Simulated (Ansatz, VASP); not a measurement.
BN: VASP beside Ansatz

```
B N
1.0
     0.00000    3.49532    2.16609
     1.25163    0.00000    2.16609
     1.25163    3.49532    0.00000
B N
1 1
Direct
  0.00005 0.00005 0.99995
  0.66667 0.66667 0.33333
```

Alike in both runs: task relaxation of cell and atoms; functional LDA; k mesh 10 × 10 × 10; no spin polarisation.

|  | VASP | Ansatz |
| --- | --- | --- |
| version | VASP 6.6.1 | Ansatz 0.2.0 |
| potentials or method | VASP PAW LDA potentials, release 64 (B, N) | plane waves, PAW |
| plane-wave cutoff (eV) | 600 | 420 |
| occupations | gaussian, width 0.01 eV | fixed |
| valence electrons in the cell | 8 | 8 |

VASP gave:

| Item | Value |
| --- | --- |
| relaxed volume (Å³/atom) | 8.71 |
| relaxed length of the cell vector where the two differ most in proportion (Å) | 3.478 |

**Question.** Estimate Ansatz's values.

**Answer.** Relaxed volume (Å³/atom): 8.79; relaxed length of the cell vector where the two differ most in proportion (Å): 3.507.

LDA's correlation is that of Perdew and Zunger in VASP and of Perdew and Wang (1992) in Ansatz.
